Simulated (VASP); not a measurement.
**GaN: single point with r2SCAN**

GaN:

```
CELL_PARAMETERS angstrom
2.23770 2.23770 0.00000
-2.23770 2.23770 0.00000
0.00000 2.23770 2.26090
ATOMIC_POSITIONS crystal
Ga 0.00000 0.00000 0.00000
N 0.25000 0.75000 0.50000
```

This cell differs from its parent crystal: in-plane strain -0.005, then relaxed in part.

- Program: VASP 6.6.1
- Task: single point
- Functional: r2SCAN
- Potentials or basis: VASP PAW PBE potentials, release 64 (Ga_d, N)
- Cutoff: 520 eV
- k mesh: 10 × 10 × 10
- Occupations: gaussian, width 0.01 eV
- Spin: no spin polarisation
- Dipole correction: no
- Further INCAR settings: ALGO = Normal; EDIFF = 1e-06; NBANDS = 16

```json
{"Pressure": "2.0 GPa", "Band gap on the k mesh": "2.17 eV, direct"}
```

Stress tensor (GPa, compression positive):
```
2.47 0.00 0.00
0.00 2.47 0.00
0.00 0.00 1.10
```

Levels at points of the mesh, in eV from the valence-band top:
| k point | band 5 | band 6 | band 7 | band 8 | band 9 | band 10 | band 11 | band 12 | band 13 | band 14 |
| --- | --- | --- | --- | --- | --- | --- | --- | --- | --- | --- |
| (0.00, 0.00, 0.00) | -13.49 | -13.49 | -0.05 | 0.00 | 0.00 | 2.17 | 11.05 | 11.05 | 11.08 | 18.69 |
| (0.50, 0.00, 0.00) | -13.44 | -12.36 | -7.24 | -1.07 | -0.99 | 5.22 | 9.48 | 10.96 | 11.12 | 16.58 |
| (0.50, 0.50, 0.00) | -13.41 | -11.97 | -6.24 | -2.87 | -2.86 | 3.73 | 7.23 | 12.70 | 14.90 | 15.16 |
| (0.00, 0.00, 0.50) | -13.41 | -12.02 | -6.36 | -2.78 | -2.78 | 3.80 | 7.41 | 12.55 | 15.08 | 15.08 |

It took 67 s on 1 thread of Intel Xeon 6975P-C, with other jobs on the host, peak memory 0.17 GiB.

Caveat: the cell differs from its parent crystal (in-plane strain -0.005, then relaxed in part); the PAW data sets were made with another functional, which shifts forces and pressure a little.
